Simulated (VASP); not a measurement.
BN, 2 atoms in the cell. The structure is trigonal, space group R3m (No. 160). Conventional cell: a = 2.500 Å, b = 2.500 Å, c = 9.760 Å, α = 90.00°, β = 90.00°, γ = 120.00°. B (site symmetry 3m) has 3 N at 1.44 Å within 1.9 Å. N (site symmetry 3m) has 3 B at 1.44 Å within 1.9 Å. 

```yaml
Program: VASP 6.6.1
Task: single point
Functional: HF
Potentials_or_basis: VASP PAW PBE potentials, release 64 (B, N)
Cutoff: 520 eV
k_mesh: 8 × 8 × 8
Occupations: gaussian, width 0.01 eV
Spin: no spin polarisation
Dipole_correction: no
Grid_for_exact_exchange_PRECFOCK: Normal
Further_INCAR_settings: ALGO = Normal; EDIFF = 1e-06; NBANDS = 11
Share_of_exact_exchange: 1
```

Potentials or basis: VASP PAW PBE potentials, release 64 (B, N).

Command:

```bash
$ cat potpaw_PBE.64/B/POTCAR potpaw_PBE.64/N/POTCAR > POTCAR
$ cp INCAR.step1 INCAR
$ mpirun -np 1 vasp_std > vasp.out
$ cp INCAR.step2 INCAR
$ mpirun -np 1 vasp_std > vasp.out
```

Hardware: 1 thread of Intel(R) Xeon(R) Platinum 8375C CPU @ 2.90GHz (Ice Lake) (shared host).

Estimate the wall time of this run.

It took 67 min on 1 thread of Intel(R) Xeon(R) Platinum 8375C CPU @ 2.90GHz (Ice Lake), on a shared host, peak memory 0.17 GiB. Counts: k points 65.
